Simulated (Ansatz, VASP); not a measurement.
## Two plane-wave programs on C

Contents of INCAR:

```
SYSTEM = C
PREC = Accurate
ENCUT = 520
EDIFF = 1E-6
ISMEAR = 0
SIGMA = 0.03
LREAL = .FALSE.
LASPH = .TRUE.
NELM = 60
ALGO = Normal
ISIF = 2
LWAVE = .FALSE.
LCHARG = .TRUE.
GGA = PS
IVDW = 12
LELF = .TRUE.
LVHAR = .TRUE.
NBANDS = 11
```

File KPOINTS:

```
regular mesh
0
G
  16 16 16
  0 0 0
```

File POSCAR:

```
C
1.0
    0.0000000000      2.0696277651      3.2332036561
    1.1956910189      0.0000000000      3.2332036561
    1.1956910189      2.0696277651      0.0000000000
C
2
Direct
    0.2019510748      0.7980489252      0.2019510748
    0.7980489252      0.2019510748      0.7980489252
```

Input for Ansatz:

```yaml
crystal:
  lattice:
    - [0.0, 2.0696277651, 3.2332036561]
    - [1.1956910189, 0.0, 3.2332036561]
    - [1.1956910189, 2.0696277651, 0.0]
  atoms:
    - { symbol: C, position: [0.2019510748, 0.7980489252, 0.2019510748] }
    - { symbol: C, position: [0.7980489252, 0.2019510748, 0.7980489252] }
basis:
  ecutwfc: 520.0
kpoints:
  mp_grid: { grid: [16, 16, 16] }
hamiltonian:
  xc: pbesol
  pseudopotentials: { kind: paw, azcp: { folder: soft_1 } }
  dispersion: d3bj
scf:
  occupations: { method: gaussian, width: 0.03 }
output:
  forces: true
  stress: true
  eigenvalues: true
```

Alike in both runs: task single point; functional PBEsol; dispersion D3(BJ); k mesh 16 × 16 × 16; occupations gaussian, width 0.03 eV; no spin polarisation.

|  | VASP | Ansatz |
| --- | --- | --- |
| version | VASP 6.6.1 | Ansatz 0.2.0 |
| potentials or method | VASP PAW PBE potentials, release 64 (C), cutoff 520 eV | scalar-relativistic, plane waves, PAW |
| valence electrons in the cell | 8 | 8 |

|  | VASP | Ansatz | Ansatz less VASP |
| --- | --- | --- | --- |
| gap on the k mesh at the Fermi level (eV) | none | none | - |
| rms of the force components (eV/Å) | 5.640 | 5.652 | +0.0116 |

VASP's potentials were made for PBE, not for PBEsol, and Ansatz warns of the same on its side. Atom by atom the forces differ by 0.012 eV/Å (rms over components). A gap of «none» marks a metal or a gap that the smearing closes.
